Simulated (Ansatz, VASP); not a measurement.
Ti in VASP and in Ansatz

File POSCAR:

```
Ti
1.0
    0.0000000000      2.0559102093      2.0559102093
    2.0559102093      0.0000000000      2.0559102093
    2.0559102093      2.0559102093      0.0000000000
Ti
1
Direct
    0.5000000000      0.5000000000      0.5000000000
```

The input INCAR.step1:

```
SYSTEM = Ti
  ALGO = Normal
  EDIFF = 1E-4
  ENCUT = 600
  GGA = PE
  ISMEAR = 0
  LASPH = .TRUE.
  LCHARG = .FALSE.
  LREAL = .FALSE.
  LWAVE = .TRUE.
  NELM = 60
  PREC = Accurate
  SIGMA = 0.1
```

Contents of INCAR.step2:

```
SYSTEM = Ti
  ALGO = Normal
  EDIFF = 1E-6
  EDIFFG = -0.04
  ENCUT = 600
  IBRION = 2
  ISIF = 3
  ISMEAR = 0
  ISTART = 1
  LASPH = .TRUE.
  LCHARG = .FALSE.
  LMIXTAU = .TRUE.
  LREAL = .FALSE.
  LWAVE = .FALSE.
  METAGGA = R2SCAN
  NELM = 60
  NSW = 90
  PREC = Accurate
  SIGMA = 0.1
```

File KPOINTS:

```
k-points
0
G
  8 8 8
  0 0 0
```

Input for Ansatz:

```yaml
crystal:
  lattice:
    - [0.0, 2.0559102093, 2.0559102093]
    - [2.0559102093, 0.0, 2.0559102093]
    - [2.0559102093, 2.0559102093, 0.0]
  atoms:
    - { symbol: Ti, position: [0.5, 0.5, 0.5] }
basis:
  ecutwfc: 500
kpoints:
  mp_grid: { grid: [8, 8, 8] }
hamiltonian:
  xc: r2scan
scf:
  occupations: { method: gaussian, width: 0.1 }
  lower_state_search: "off"
output:
  forces: true
  stress: true
  eigenvalues: true
relax:
  adjacent_minimum: "off"
  f_tol: 0.04
  max_steps: 70
  cell: { stress_tol: 0.4 }
```

Alike in both runs: task relaxation of cell and atoms; functional r2SCAN; k mesh 8 × 8 × 8; occupations gaussian, width 0.1 eV; no spin polarisation.

```csv
,VASP,Ansatz
version,VASP 6.6.1,Ansatz 0.2.0
potentials or method,"VASP PAW PBE potentials, release 64 (Ti_sv), cutoff 600 eV","scalar-relativistic, plane waves, PAW"
valence electrons in the cell,12,12
```

|  | VASP | Ansatz | Ansatz less VASP |
| --- | --- | --- | --- |
| gap on the k mesh at the Fermi level, each at its own relaxed structure (eV) | none | none | - |
| relaxed volume (Å³/atom) | 17.51 | 17.38 | -0.132 |
| relaxed cell length with the largest relative difference (Å) | 2.915 | 2.908 | -0.0073 |

VASP's potentials were made for PBE, not for r2SCAN. A gap of «none» marks a metal or a gap that the smearing closes.
